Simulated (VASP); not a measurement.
# Mg (Im-3m) in VASP: notebook

Mg is run at these levels: LDA; tasks: single point.

All numbers are computed with VASP 6.6.1; they aren't measurements. Logs are shortened: lines on timing, memory, paths and dates and some standing lists are left out, and cuts for length are marked.

## (1) The cell of the first run

Symmetry: Im-3m, No. 229, cubic system. The conventional cell has a = 3.310 Å, b = 3.310 Å, c = 3.310 Å, α = 90.00°, β = 90.00°, γ = 90.00°. Mg (site symmetry m-3m) has 14 Mg at 2.87 to 3.31 Å within 3.8 Å.

## (2) Single point, LDA (volume scaled by 0.84)

INCAR reads:

```
PREC = Accurate ; ENCUT = 520
EDIFF = 1E-6 ; ISMEAR = -1
SIGMA = 0.08 ; LREAL = False
LASPH = True ; NELM = 60
ALGO = Normal ; ISIF = 2
LWAVE = False ; LCHARG = True
LELF = True ; LVHAR = True
NBANDS = 7
```

KPOINTS reads:

```
regular mesh
0
Gamma
  15 15 15
```

POSCAR reads:

```
Mg
1.0
   -1.6548562488      1.6548562488      1.6548562488
    1.6548562488     -1.6548562488      1.6548562488
    1.6548562488      1.6548562488     -1.6548562488
Mg
1
Direct
    0.0000000000      0.0000000000      0.0000000000
```

Potentials or basis: VASP PAW LDA potentials, release 64 (Mg).

Command:

```console
cat potpaw_LDA.64/Mg/POTCAR > POTCAR
mpirun -np 1 vasp_std > vasp.out
```

OUTCAR:

```text
PREC = Accurate
   ENCUT = 520
   EDIFF = 1E-6
   ISMEAR = -1
   LREAL = False
   LASPH = True
   NELM = 60
   ISIF = 2

 ion  position               nearest neighbor table
   1  0.000  0.000  0.000-

  LATTYP: Found a body centered cubic cell.
 ALAT       =     3.3097124976

  Lattice vectors:

 A1 = (  -1.6548562488,   1.6548562488,   1.6548562488)
 A2 = (   1.6548562488,  -1.6548562488,   1.6548562488)
 A3 = (   1.6548562488,   1.6548562488,  -1.6548562488)

Analysis of symmetry for initial positions (statically):
=====================================================================
 Subroutine PRICEL returns:
 Original cell was already a primitive cell.

 Routine SETGRP: Setting up the symmetry group for a
 body centered cubic supercell.

 Subroutine GETGRP returns: Found 48 space group operations
[... 9 lines left out ...]

 Routine SETGRP: Setting up the symmetry group for a
 body centered cubic supercell.

 Subroutine GETGRP returns: Found 48 space group operations
[... 11 lines left out ...]
                                     Primitive cell

  volume of cell :      18.1276

  direct lattice vectors                    reciprocal lattice vectors
    -1.654856249  1.654856249  1.654856249     0.000000000  0.302141047  0.302141047
     1.654856249 -1.654856249  1.654856249     0.302141047  0.000000000  0.302141047
     1.654856249  1.654856249 -1.654856249     0.302141047  0.302141047  0.000000000

  length of vectors
     2.866295102  2.866295102  2.866295102     0.427291967  0.427291967  0.427291967

  position of ions in fractional coordinates (direct lattice)
     0.000000000  0.000000000  0.000000000

  ion indices of the primitive-cell ions
   primitive index   ion index
                 1           1

----------------------------------------------------------------------------------------

 KPOINTS: regular mesh

Automatic generation of k-mesh.
 Grid dimensions read from file:
 generate k-points for:   15   15   15

 Generating k-lattice:

  Cartesian coordinates                     Fractional coordinates (reciprocal lattice)
     0.000000000  0.020142736  0.020142736     0.066666667  0.000000000  0.000000000
     0.020142736  0.000000000  0.020142736     0.000000000  0.066666667  0.000000000
     0.020142736  0.020142736  0.000000000     0.000000000  0.000000000  0.066666667

  Length of vectors
     0.028486131  0.028486131  0.028486131

  Shift w.r.t. Gamma in fractional coordinates (k-lattice)
     0.000000000  0.000000000  0.000000000

 Subroutine IBZKPT returns following result:
 ===========================================

 Found    120 irreducible k-points:

 Following reciprocal coordinates:
            Coordinates               Weight
  0.000000  0.000000  0.000000      1.000000
  0.066667  0.000000  0.000000     12.000000
  0.133333  0.000000  0.000000     12.000000
  0.200000  0.000000  0.000000     12.000000
  0.266667  0.000000  0.000000     12.000000
  0.333333  0.000000  0.000000     12.000000
[... 16 lines left out ...]
  0.333333  0.200000  0.000000     48.000000
  0.400000  0.200000  0.000000     24.000000
 [... further k-points ...]
   k-points           NKPTS =    120   k-points in BZ     NKDIM =    120   number of bands    NBANDS=      7
   number of dos      NEDOS =    301   number of ions     NIONS =      1
   total plane-waves  NPLWV =  13824
   dimension x,y,z NGX =    24 NGY =   24 NGZ =   24
   dimension x,y,z NGXF=    48 NGYF=   48 NGZF=   48
   ions per type =               1
   NGX,Y,Z   is equivalent  to a cutoff of  13.92, 13.92, 13.92 a.u.
   NGXF,Y,Z  is equivalent  to a cutoff of  27.84, 27.84, 27.84 a.u.
 SYSTEM =  unknown system
   PREC   = accura    normal or accurate (medium, high low for compatibility)
   ISTART =      0    job   : 0-new  1-cont  2-samecut
   ICHARG =      2    charge: 1-file 2-atom 10-const
   ISPIN  =      1    spin polarized calculation?
   LNONCOLLINEAR =      F non collinear calculations
   LSORBIT =      F    spin-orbit coupling
   LASPH  =      T    aspherical Exc in radial PAW
   ENCUT  =  520.0 eV  38.22 Ry    6.18 a.u.   5.33  5.33  5.33*2*pi/ulx,y,z
   NELM   =     60;   NELMIN=  2; NELMDL= -5     # of ELM steps
   EDIFF  = 0.1E-05   stopping-criterion for ELM
   LREAL  =      F    real-space projection
   EDIFFG = 0.1E-04   stopping-criterion for IOM
   NSW    =      0    number of steps for IOM
   IBRION =     -1    ionic relax: 0-MD 1-quasi-New 2-CG
   NFREE  =      0    steps in history (QN), initial steepest desc. (CG)
   ISIF   =      2    stress and relaxation
   ISYM   =      2    0-nonsym 1-usesym 2-fastsym
   POTIM  = 0.5000    time-step for ionic-motion
   TEBEG  =    0.0;   TEEND  =   0.0 temperature during run
   PSTRESS=    0.0 pullay stress
   NELECT =       2.0000    total number of electrons
   NUPDOWN=      -1.0000    fix difference up-down
   EMIN   =  10.00;   EMAX   =-10.00  energy-range for DOS
   EFERMI =   0.00;   METHOD = LEGACY
   ISMEAR =    -1;   SIGMA  =   0.08  broadening in eV -4-tet -1-fermi 0-gaus
   EFERMI_NEDOS =   21; number of points for ismear=-14 and -15
   IALGO  =     38    algorithm
   IMIX   =      4    mixing-type and parameters
     AMIX     =   0.40;   BMIX     =  1.00
     AMIX_MAG =   1.60;   BMIX_MAG =  1.00
  volume/ion in A,a.u.               =      18.13       122.33
  Fermi-wavevector in a.u.,A,eV,Ry     =   0.785184  1.483782  8.388173  0.616513
  Thomas-Fermi vector in A             =   1.889468
   LORBIT       =      0    0 simple, 1 ext, 2 COOP (PROOUT), +10 PAW based schemes
   GGA     = CA    functional components
   LHFCALC =     F    Hartree Fock is set to
   AEXX    =    0.0000 exact exchange contribution
   IVDW    =     0    specifies the selected vdW correction
   LEPSILON=     F    determine dielectric tensor
   LRPA    =     F    only Hartree local field effects (RPA)
 non-spin polarized calculation
  energy-cutoff  :      520.00
  volume of cell :       18.13
 maximum number of plane-waves:       497
 NGX is ok and might be reduce to    24
   NGX = 11   NGY = 11   NGZ = 11

 number of electron       2.0000000 magnetization

 Free energy of the ion-electron system (eV)
  ---------------------------------------------------
  ext. energy  EPLUGINS =         0.00000000
  ---------------------------------------------------
  free energy    TOTEN  =        -1.70443766 eV

  energy without entropy =       -1.69794654  energy(sigma->0) =       -1.70119210

 E-fermi :   3.8288     XC(G=0):  -9.4784

 val. band max:        3.8013588547   @ k =   0.4000   0.1333   0.0000
 cond. band min:       3.8414028981   @ k =  -0.4000  -0.4000   0.1333
 fundamental gap:      0.0400440434
 Fermi energy:         3.8288085578

 k-point     1 :       0.0000    0.0000    0.0000
  band No.  band energies     occupation
      1      -4.1722      2.00000
      2      18.4144      0.00000
      3      18.4144      0.00000
      4      18.4144      0.00000
      5      20.7854      0.00000
      6      20.7854      0.00000
      7      22.1426      0.00000

 k-point     2 :       0.0667    0.0000    0.0000
  band No.  band energies     occupation
      1      -4.0498      2.00000
      2      17.1814      0.00000
      3      17.8171      0.00000
      4      18.0563      0.00000
      5      19.8960      0.00000
      6      19.8976      0.00000
      7      22.1562      0.00000

 k-point     3 :       0.1333    0.0000    0.0000
  band No.  band energies     occupation
      1      -3.6837      2.00000
      2      14.6749      0.00000
      3      16.7130      0.00000
      4      17.3380      0.00000
      5      18.7286      0.00000
      6      19.4800      0.00000
      7      22.2551      0.00000

 k-point     4 :       0.2000    0.0000    0.0000
  band No.  band energies     occupation
      1      -3.0775      2.00000
      2      12.0995      0.00000
      3      15.6423      0.00000
      4      16.6135      0.00000
      5      17.7230      0.00000
      6      19.0300      0.00000
      7      22.6543      0.00000

 k-point     5 :       0.2667    0.0000    0.0000
  band No.  band energies     occupation
      1      -2.2372      2.00000
      2       9.6567      0.00000
      3      14.7424      0.00000
      4      15.9988      0.00000
      5      16.9159      0.00000
      6      18.4962      0.00000
      7      23.4009      0.00000

 k-point     6 :       0.3333    0.0000    0.0000
  band No.  band energies     occupation
      1      -1.1712      2.00000
      2       7.3861      0.00000
      3      14.0527      0.00000
      4      15.5283      0.00000
      5      16.3121      0.00000
      6      17.9932      0.00000
      7      24.1188      0.00000

 k-point     7 :       0.4000    0.0000    0.0000
  band No.  band energies     occupation
      1       0.1066      2.00000
      2       5.3063      0.00000
      3      13.5882      0.00000
      4      15.2126      0.00000
      5      15.9110      0.00000
      6      17.6136      0.00000
      7      24.8372      0.00000
[... 121 lines left out ...]
 k-point    20 :       0.4000    0.1333    0.0000
  band No.  band energies     occupation
      1       1.8721      2.00000
      2       3.8014      1.16990
      3      10.3859      0.00000
      4      14.1573      0.00000
      5      17.3091      0.00000
      6      20.6236      0.00000
      7      23.6008      0.00000

 k-point    21 :       0.2000    0.2000    0.0000
  band No.  band energies     occupation
      1      -0.9366      2.00000
      2       8.6438      0.00000
      3       9.9291      0.00000
      4      14.6434      0.00000
      5      18.6666      0.00000
      6      20.2734      0.00000
      7      23.9580      0.00000

 k-point    22 :       0.2667    0.2000   -0.0000
  band No.  band energies     occupation
      1       0.2230      2.00000
      2       6.8888      0.00000
      3       9.0023      0.00000
      4      14.1454      0.00000
      5      18.6452      0.00000
      6      20.7826      0.00000
      7      23.7075      0.00000

 k-point    23 :       0.3333    0.2000    0.0000
  band No.  band energies     occupation
      1       1.5739      2.00000
      2       5.0347      0.00000
      3       8.5865      0.00000
      4      13.8402      0.00000
      5      18.4853      0.00000
      6      21.6656      0.00000
      7      23.2285      0.00000

 k-point    24 :       0.4000    0.2000    0.0000
  band No.  band energies     occupation
      1       2.7569      2.00000
      2       3.6735      1.74905
      3       8.4577      0.00000
      4      13.7375      0.00000
      5      18.4162      0.00000
      6      22.5230      0.00000
      7      22.6061      0.00000

 [... further k-points ...]
[... 5 lines left out ...]
  --------------------------------------------------------------------------------------
  -------------------------------------------------------------------------------------
  Total        1.0493195      1.0493195      1.0493195     -0.0000000     -0.0000000      0.0000000
  in kB       92.7422290     92.7422290     92.7422290     -0.0000000     -0.0000000      0.0000000
  external PRESSURE =      92.7422290 kB  Pullay stress =       0.0000000 kB

 VOLUME and BASIS-vectors are now :
 -----------------------------------------------------------------------------
  energy-cutoff  :      520.00
  volume of cell :       18.13
      direct lattice vectors                 reciprocal lattice vectors
    -1.654856249  1.654856249  1.654856249     0.000000000  0.302141047  0.302141047
     1.654856249 -1.654856249  1.654856249     0.302141047  0.000000000  0.302141047
     1.654856249  1.654856249 -1.654856249     0.302141047  0.302141047  0.000000000

 POSITION                                       TOTAL-FORCE (eV/Angst)
 -----------------------------------------------------------------------------------
      0.00000      0.00000      0.00000         0.000000     -0.000000     -0.000000
 -----------------------------------------------------------------------------------
    total drift:                                0.000000      0.000000     -0.000000

  FREE ENERGIE OF THE ION-ELECTRON SYSTEM (eV)
  ---------------------------------------------------
  free  energy   TOTEN  =        -1.7044376641 eV

  energy  without entropy=       -1.6979465387  energy(sigma->0) =       -1.70119210
```

Wall time 3.8 s (1 thread of Intel Xeon 6975P-C (Granite Rapids), shared host); peak memory 0.13 GiB.

What came out:

```
Free energy            : -1.7044 eV
Pressure               : 9.3 GPa
Band gap on the k mesh : zero (band 1 reaches 6.80 eV, above the bottom of band 2 at 3.02 eV)
```

(Part 1 of 2 ends here.)
